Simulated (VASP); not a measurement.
# Pt in VASP: single point with LDA

Aim: the single point of Pt with LDA.

Program: VASP 6.6.1. These are calculated values, not measurements. Logs are shortened: lines on timing, memory, paths and dates and some standing lists are left out, and cuts for length are marked.

## (1) The cell of the first run

The cell holds a slab with vacuum, 5 atoms: a = 2.754 Å, b = 3.895 Å, c = 21.508 Å, α = 90.00°, β = 90.00°, γ = 90.00°.

## (2) Single point, LDA

INCAR reads:

```
SYSTEM = Pt
ALGO = Normal
DIPOL = 0.5 0.5 0.500
EDIFF = 1E-6
ENCUT = 520
IDIPOL = 3
ISIF = 2
ISMEAR = -1
LASPH = .TRUE.
LCHARG = .TRUE.
LDIPOL = .TRUE.
LELF = .TRUE.
LREAL = .FALSE.
LVACPOTAV = .TRUE.
LVHAR = .TRUE.
LWAVE = .FALSE.
NBANDS = 33
NELM = 80
PREC = Accurate
SIGMA = 0.08
```

KPOINTS reads:

```
k-points
0
G
  12 9 1
  0 0 0
```

POSCAR reads:

```
Pt
1.0
    2.7538682155      0.0000000000      0.0000000000
    0.0000000000      3.8945577794      0.0000000000
    0.0000000000      0.0000000000     21.5077000000
Pt
5
Direct
    0.0000000000      0.0000000000      0.3719589629
    0.5000000000      0.5000000000      0.4359794813
    0.0000000000      0.0000000000      0.5000000000
    0.5000000000      0.5000000000      0.5640205187
    0.0000000000      0.0000000000      0.6280410371
```

Potentials or basis: VASP PAW LDA potentials, release 64 (Pt).

Started as:

```console
$ cat potpaw_LDA.64/Pt/POTCAR > POTCAR
$ mpirun -np 1 vasp_std > vasp.out
```

OUTCAR:

```text
SYSTEM = Pt
   EDIFF = 1E-6
   ENCUT = 520
   ISIF = 2
   ISMEAR = -1
   LASPH = .TRUE.
   LREAL = .FALSE.
   NELM = 80
   PREC = Accurate

 ion  position               nearest neighbor table
   1  0.000  0.000  0.372-   2 2.75   2 2.75   2 2.75   2 2.75   3 2.75
   2  0.500  0.500  0.436-   1 2.75   1 2.75   1 2.75   1 2.75   3 2.75   3 2.75   3 2.75   3 2.75
                             4 2.75
   3  0.000  0.000  0.500-   1 2.75   5 2.75   4 2.75   2 2.75   2 2.75   4 2.75   2 2.75   4 2.75
                             2 2.75   4 2.75
   4  0.500  0.500  0.564-   5 2.75   5 2.75   5 2.75   5 2.75   3 2.75   3 2.75   3 2.75   3 2.75
                             2 2.75
   5  0.000  0.000  0.628-   4 2.75   4 2.75   4 2.75   4 2.75   3 2.75

  LATTYP: Found a simple orthorhombic cell.
 ALAT       =     2.7538682155
 B/A-ratio  =     1.4142135624
 C/A-ratio  =     7.8099960917

  Lattice vectors:

 A1 = (   2.7538682155,   0.0000000000,   0.0000000000)
 A2 = (   0.0000000000,   3.8945577794,   0.0000000000)
 A3 = (   0.0000000000,   0.0000000000,  21.5077000000)

Analysis of symmetry for initial positions (statically):
=====================================================================
 Subroutine PRICEL returns:
 Original cell was already a primitive cell.

 Routine SETGRP: Setting up the symmetry group for a
 simple orthorhombic supercell.

 Subroutine GETGRP returns: Found  8 space group operations
 (whereof  8 operations were pure point group operations)
 out of a pool of  8 trial point group operations.

The static configuration has the point symmetry D_2h.

Analysis of symmetry for dynamics (positions and initial velocities):
=====================================================================
 Subroutine PRICEL returns:
 Original cell was already a primitive cell.

 Routine SETGRP: Setting up the symmetry group for a
 simple orthorhombic supercell.

 Subroutine GETGRP returns: Found  8 space group operations
 (whereof  8 operations were pure point group operations)
 out of a pool of  8 trial point group operations.

The dynamic configuration has the point symmetry D_2h.

 Subroutine INISYM returns: Found  8 space group operations
 (whereof  8 operations are pure point group operations),
 and found     1 'primitive' translations

----------------------------------------------------------------------------------------

                                     Primitive cell

  volume of cell :     230.6722

[... 92 lines left out ...]
   ENCUT  =  520.0 eV  38.22 Ry    6.18 a.u.   5.12  7.24 39.99*2*pi/ulx,y,z
   NELM   =     80;   NELMIN=  2; NELMDL= -5     # of ELM steps
   EDIFF  = 0.1E-05   stopping-criterion for ELM
   LREAL  =      F    real-space projection
   EDIFFG = 0.1E-04   stopping-criterion for IOM
   NSW    =      0    number of steps for IOM
   IBRION =     -1    ionic relax: 0-MD 1-quasi-New 2-CG
   NFREE  =      0    steps in history (QN), initial steepest desc. (CG)
   ISIF   =      2    stress and relaxation
   ISYM   =      2    0-nonsym 1-usesym 2-fastsym
   POTIM  = 0.5000    time-step for ionic-motion
   TEBEG  =    0.0;   TEEND  =   0.0 temperature during run
   PSTRESS=    0.0 pullay stress
   NELECT =      50.0000    total number of electrons
   NUPDOWN=      -1.0000    fix difference up-down
   EMIN   =  10.00;   EMAX   =-10.00  energy-range for DOS
   EFERMI =   0.00;   METHOD = LEGACY
   ISMEAR =    -1;   SIGMA  =   0.08  broadening in eV -4-tet -1-fermi 0-gaus
   EFERMI_NEDOS =   21; number of points for ismear=-14 and -15
   IALGO  =     38    algorithm
   IMIX   =      4    mixing-type and parameters
     AMIX     =   0.40;   BMIX     =  1.00
     AMIX_MAG =   1.60;   BMIX_MAG =  1.00
  volume/ion in A,a.u.               =      46.13       311.33
  Fermi-wavevector in a.u.,A,eV,Ry     =   0.983406  1.858369 13.158036  0.967088
  Thomas-Fermi vector in A             =   2.114562
   LORBIT       =      0    0 simple, 1 ext, 2 COOP (PROOUT), +10 PAW based schemes
   GGA     = CA    functional components
   LHFCALC =     F    Hartree Fock is set to
   AEXX    =    0.0000 exact exchange contribution
   IVDW    =     0    specifies the selected vdW correction
   LEPSILON=     F    determine dielectric tensor
   LRPA    =     F    only Hartree local field effects (RPA)
 non-spin polarized calculation
  energy-cutoff  :      520.00
  volume of cell :      230.67
 maximum number of plane-waves:      6290
   NGX = 11   NGY = 15   NGZ = 79

 number of electron      49.9999997 magnetization

 dipolmoment           0.000000      0.000000     -0.000000 electrons x Angstroem

 Free energy of the ion-electron system (eV)
  ---------------------------------------------------
  ext. energy  EPLUGINS =         0.00000000
  ---------------------------------------------------
  free energy    TOTEN  =       -34.10529624 eV

  energy without entropy =      -33.90230587  energy(sigma->0) =      -34.00380105

 E-fermi :  -0.2101     XC(G=0):  -5.4358

 val. band max:       -0.2366418858   @ k =   0.5000   0.1111   0.0000
 cond. band min:      -0.2085898711   @ k =   0.4167   0.3333   0.0000
 fundamental gap:      0.0280520146
 Fermi energy:        -0.2100793615

 k-point     1 :       0.0000    0.0000    0.0000
  band No.  band energies     occupation
      1      -9.6992      2.00000
      2      -7.5323      2.00000
      3      -6.9429      2.00000
      4      -6.3610      2.00000
      5      -5.8855      2.00000
      6      -5.4529      2.00000
[... 853 lines left out ...]
     32       4.4789      0.00000
     33       6.3934      0.00000

 [... further k-points ...]
[... 5 lines left out ...]
  --------------------------------------------------------------------------------------
  -------------------------------------------------------------------------------------
  Total       -8.4459984     -5.8148216     -2.7653010      0.0000000      0.0000000      0.0000000
  in kB      -58.6632745    -40.3879397    -19.2069193      0.0000000      0.0000000      0.0000000
  external PRESSURE =     -39.4193779 kB  Pullay stress =       0.0000000 kB

 VOLUME and BASIS-vectors are now :
 -----------------------------------------------------------------------------
  energy-cutoff  :      520.00
  volume of cell :      230.67
      direct lattice vectors                 reciprocal lattice vectors
     2.753868215  0.000000000  0.000000000     0.363125583  0.000000000  0.000000000
     0.000000000  3.894557779  0.000000000     0.000000000  0.256768562  0.000000000
     0.000000000  0.000000000 21.507700000     0.000000000  0.000000000  0.046494976

 POSITION                                       TOTAL-FORCE (eV/Angst)
 -----------------------------------------------------------------------------------
      0.00000      0.00000      7.99998        -0.000000      0.000000      1.065078
      1.37693      1.94728      9.37692         0.000000      0.000000     -1.147858
      0.00000      0.00000     10.75385        -0.000000      0.000000      0.000000
      1.37693      1.94728     12.13078        -0.000000      0.000000      1.147858
      0.00000      0.00000     13.50772        -0.000000      0.000000     -1.065078
 -----------------------------------------------------------------------------------
    total drift:                               -0.000000      0.000000     -0.000000

  FREE ENERGIE OF THE ION-ELECTRON SYSTEM (eV)
  ---------------------------------------------------
  free  energy   TOTEN  =       -34.1052962401 eV

  energy  without entropy=      -33.9023058657  energy(sigma->0) =      -34.00380105

 vacuum level on the upper side and lower side of the slab         5.448         5.448
```

OSZICAR:

```text
N       E                     dE             d eps       ncg     rms          rms(c)
DAV:   1     0.329490574470E+03    0.32949E+03   -0.21560E+04  2318   0.127E+03
DAV:   2    -0.175337711540E+02   -0.34702E+03   -0.31967E+03  2941   0.257E+02
DAV:   3    -0.359207196293E+02   -0.18387E+02   -0.17273E+02  2741   0.577E+01
[... 17 lines left out ...]
DAV:  21    -0.341052897920E+02   -0.15934E-05   -0.78136E-08  1716   0.102E-03    0.862E-04
DAV:  22    -0.341052932709E+02   -0.34789E-05   -0.25623E-07  1644   0.193E-03    0.415E-04
DAV:  23    -0.341052943955E+02   -0.11246E-05   -0.38287E-08  1679   0.631E-04    0.308E-04
DAV:  24    -0.341052958438E+02   -0.14483E-05   -0.39577E-08  1593   0.504E-04    0.326E-04
DAV:  25    -0.341052962401E+02   -0.39629E-06   -0.84227E-09  1468   0.450E-04
   1 F= -.34105296E+02 E0= -.34003801E+02  d E =-.202990E+00
```

stdout:

```text
POSCAR found type information on POSCAR Pt
 POSCAR found :  1 types and       5 ions
 scaLAPACK will be used
 LDA part: xc-table for (Slater(with rela. corr.)+CA(PZ))
 , standard interpolation
 POSCAR, INCAR and KPOINTS ok, starting setup
 FFT: planning ... GRIDC
 FFT: planning ... GRID_SOFT
 FFT: planning ... GRID
 WAVECAR not read
 entering main loop
 -----------------------------------------------------------------------------
|                                                                             |
|           W    W    AA    RRRRR   N    N  II  N    N   GGGG   !!!           |
|           W    W   A  A   R    R  NN   N  II  NN   N  G    G  !!!           |
|           W    W  A    A  R    R  N N  N  II  N N  N  G       !!!           |
|           W WW W  AAAAAA  RRRRR   N  N N  II  N  N N  G  GGG   !            |
|           WW  WW  A    A  R   R   N   NN  II  N   NN  G    G                |
|           W    W  A    A  R    R  N    N  II  N    N   GGGG   !!!           |
|                                                                             |
|     Did not find any points to average over, which means that no vacuum     |
|     field-free region was found. Please increase the size of  your cell     |
|     in the dimension of the dipole correction to obtain accurate            |
|     workfunction values.                                                    |
|                                                                             |
 -----------------------------------------------------------------------------
```

It took 6.3 min on 1 thread of Intel Xeon 8259CL, shared host; peak memory 0.37 GiB.

Results:

| Item | Value |
| --- | --- |
| Free energy | -34.1053 eV |
| Largest force | 1.148 eV/Å |
| Band gap on the k mesh | zero (bands 25 and 26 overlap by 0.68 eV) |

Forces in eV/Å, atoms in the order of the input:
```
Pt   0.000  0.000  1.065
Pt   0.000  0.000 -1.148
Pt   0.000  0.000  0.000
Pt   0.000  0.000  1.148
Pt   0.000  0.000 -1.065
```

Levels at points of the mesh, in eV from the Fermi level:
| k point | band 23 | band 24 | band 25 | band 26 | band 27 | band 28 | band 29 | band 30 |
| --- | --- | --- | --- | --- | --- | --- | --- | --- |
| (0.00, 0.00, 0.00) | -0.74 | -0.32 | -0.16 | -0.08 | -0.06 | 0.44 | 1.86 | 3.67 |
| (0.50, 0.00, 0.00) | 0.22 | 0.27 | 0.37 | 2.09 | 2.26 | 2.41 | 2.45 | 2.59 |

Caveat: spin-orbit coupling is left out, which moves the levels of the heavy elements.
